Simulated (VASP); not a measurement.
Input of a VASP 6.6.1 run:

POSCAR

```
TiH2
1.0
   -1.6235348333      1.6235348333      2.1414833085
    1.6235348333     -1.6235348333      2.1414833085
    1.6235348333      1.6235348333     -2.1414833085
Ti H
1 2
Direct
    0.0000000000      0.0000000000      0.0000000000
    0.7500000000      0.2500000000      0.5000000000
    0.2500000000      0.7500000000      0.5000000000
```

Contents of INCAR.step1:

```
ALGO = Normal
EDIFF = 1E-4
ENCUT = 520
GGA = PE
ISMEAR = 0
LASPH = T
LCHARG = F
LREAL = F
LWAVE = T
NBANDS = 14
NELM = 80
PREC = Accurate
SIGMA = 0.1
```

The input INCAR.step2:

```
ALGO = Normal
EDIFF = 1E-6
ENCUT = 520
ISIF = 2
ISMEAR = 0
ISTART = 1
LASPH = T
LCHARG = T
LELF = T
LMIXTAU = T
LREAL = F
LVHAR = T
LWAVE = F
METAGGA = R2SCAN
NBANDS = 14
NELM = 80
PREC = Accurate
SIGMA = 0.1
```

The input KPOINTS:

```
k-points
0
Gamma
  18 18 18
```

Potentials or basis: VASP PAW PBE potentials, release 64 (Ti_sv, H).

Command:

```console
$ cat potpaw_PBE.64/Ti_sv/POTCAR potpaw_PBE.64/H/POTCAR > POTCAR
$ cp INCAR.step1 INCAR
$ mpirun -np 1 vasp_std > vasp.out
$ cp INCAR.step2 INCAR
$ mpirun -np 1 vasp_std > vasp.out
```

(1) Predict the pressure.

(2) Predict the band gap on the k mesh.

Answers

(1) -7.3 GPa.

(2) zero (bands 7 and 8 overlap by 0.66 eV).

Caveat: the cell stands under tension; the PAW data sets were made with another functional, which shifts forces and pressure a little.
